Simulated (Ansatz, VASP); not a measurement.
**Two plane-wave programs on Os**

Contents of INCAR:

```
SYSTEM = Os
  PREC = Accurate
  ENCUT = 600
  EDIFF = 1E-6
  ISMEAR = -1
  SIGMA = 0.06802846561497
  LREAL = .False.
  LASPH = .True.
  NELM = 120
  ALGO = Normal
  ISIF = 2
  LWAVE = .False.
  LCHARG = .False.
  GGA = PE
  NBANDS = 15
  GGA_COMPAT = .False.
```

The input KPOINTS:

```
regular mesh
0
Gamma
  7 1 1
  0 0 0
```

POSCAR

```
Os
1.0
    2.7461342319      0.0000000000      0.0000000000
   -1.3730671160      2.3782220070      0.0000000000
    0.0000000000      0.0000000000      4.3263142200
Os
2
Direct
    0.3296037188      0.6781986511      0.2521743198
    0.6666038559      0.3369362538      0.7395298906
```

Input for Ansatz:

```yaml
crystal:
  lattice:
    - [2.7461342319, 0.0, 0.0]
    - [-1.373067116, 2.378222007, 0.0]
    - [0.0, 0.0, 4.32631422]
  atoms:
    - { symbol: Os, position: [0.3296037188, 0.6781986511, 0.2521743198] }
    - { symbol: Os, position: [0.6666038559, 0.3369362538, 0.7395298906] }
basis:
  ecutwfc: 420
kpoints:
  mp_grid: { grid: [7, 1, 1] }
  band_path: { path: [[0, 0, 0], [0.5, 0, 0], [0.5, 0.5, 0.5]], npoints: 4 }
hamiltonian:
  xc: pbe
scf:
  occupations: { method: fermi_dirac, width: "0.005 Ry" }
output:
  forces: true
  stress: true
  eigenvalues: true
```

Alike in both runs: task single point; functional PBE; k mesh 7 × 1 × 1; no spin polarisation.

|  | VASP | Ansatz |
| --- | --- | --- |
| version | VASP 6.6.1 | Ansatz 0.2.0 |
| potentials or method | VASP PAW PBE potentials, release 64 (Os), cutoff 600 eV | scalar-relativistic, plane waves, PAW |
| occupations | fermi-dirac, width 0.0680285 eV | fermi-dirac |
| valence electrons in the cell | 16 | 32 |

Ansatz gave:

```
gap on the k mesh at the Fermi level (eV)                     : none
pressure (GPa)                                                : 14.1
traceless stress, the component that is largest in VASP (GPa) : 12.65
rms of the force components (eV/Å)                            : 0.883
```

Estimate VASP's values.

gap on the k mesh at the Fermi level (eV): none; pressure (GPa): 0.7; traceless stress, the component that is largest in VASP (GPa): 29.86; rms of the force components (eV/Å): 0.860.

Atom by atom the forces differ by 0.024 eV/Å (rms over components). A gap of «none» marks a metal or a gap that the smearing closes. One of these differences is far larger than is usual between the two programs; its cause wasn't traced. VASP's potentials hold 16 valence electrons a cell and Ansatz's 32, so a difference there can come from the potentials and not from the codes.

The k mesh is coarse, so the values compare programs but aren't converged. Spin-orbit coupling is off throughout.
